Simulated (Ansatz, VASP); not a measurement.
TaAs in VASP and in Ansatz

```
Ta As
1.0
    -1.75399    1.75399    5.97795
     1.75399   -1.75399    5.97795
     1.75399    1.75399   -5.97795
Ta As
2 2
Cartesian
  1.7540 0.0000 5.9781
  0.0000 0.0000 8.9671
  1.7540 0.0000 0.9874
  0.0000 0.0000 3.9764
```

Alike in both runs: task single point; functional r2SCAN; k mesh 8 × 8 × 8; occupations fermi-dirac, width 0.02 eV; no spin polarisation.

|  | VASP | Ansatz |
| --- | --- | --- |
| version | VASP 6.6.1 | Ansatz 0.2.0 |
| potentials or method | VASP PAW PBE potentials, release 64 (Ta_pv, As) | plane waves, PAW |
| plane-wave cutoff (eV) | 520 | 500 |
| valence electrons in the cell | 32 | 56 |

|  | VASP | Ansatz | Ansatz less VASP |
| --- | --- | --- | --- |
| pressure (GPa) | -9.3 | -9.7 | -0.37 |
| traceless stress, the component that is largest in VASP (GPa) | 0.98 | 1.03 | +0.048 |
| rms of the force components (eV/Å) | 0.018 | 0.018 | +0.0001 |

VASP's potentials were made for PBE, not for r2SCAN. Atom by atom the forces differ by 0.000 eV/Å (rms over components). VASP's potentials hold 32 valence electrons a cell and Ansatz's 56, so a difference there can come from the potentials and not from the codes.

Spin-orbit coupling is off throughout.
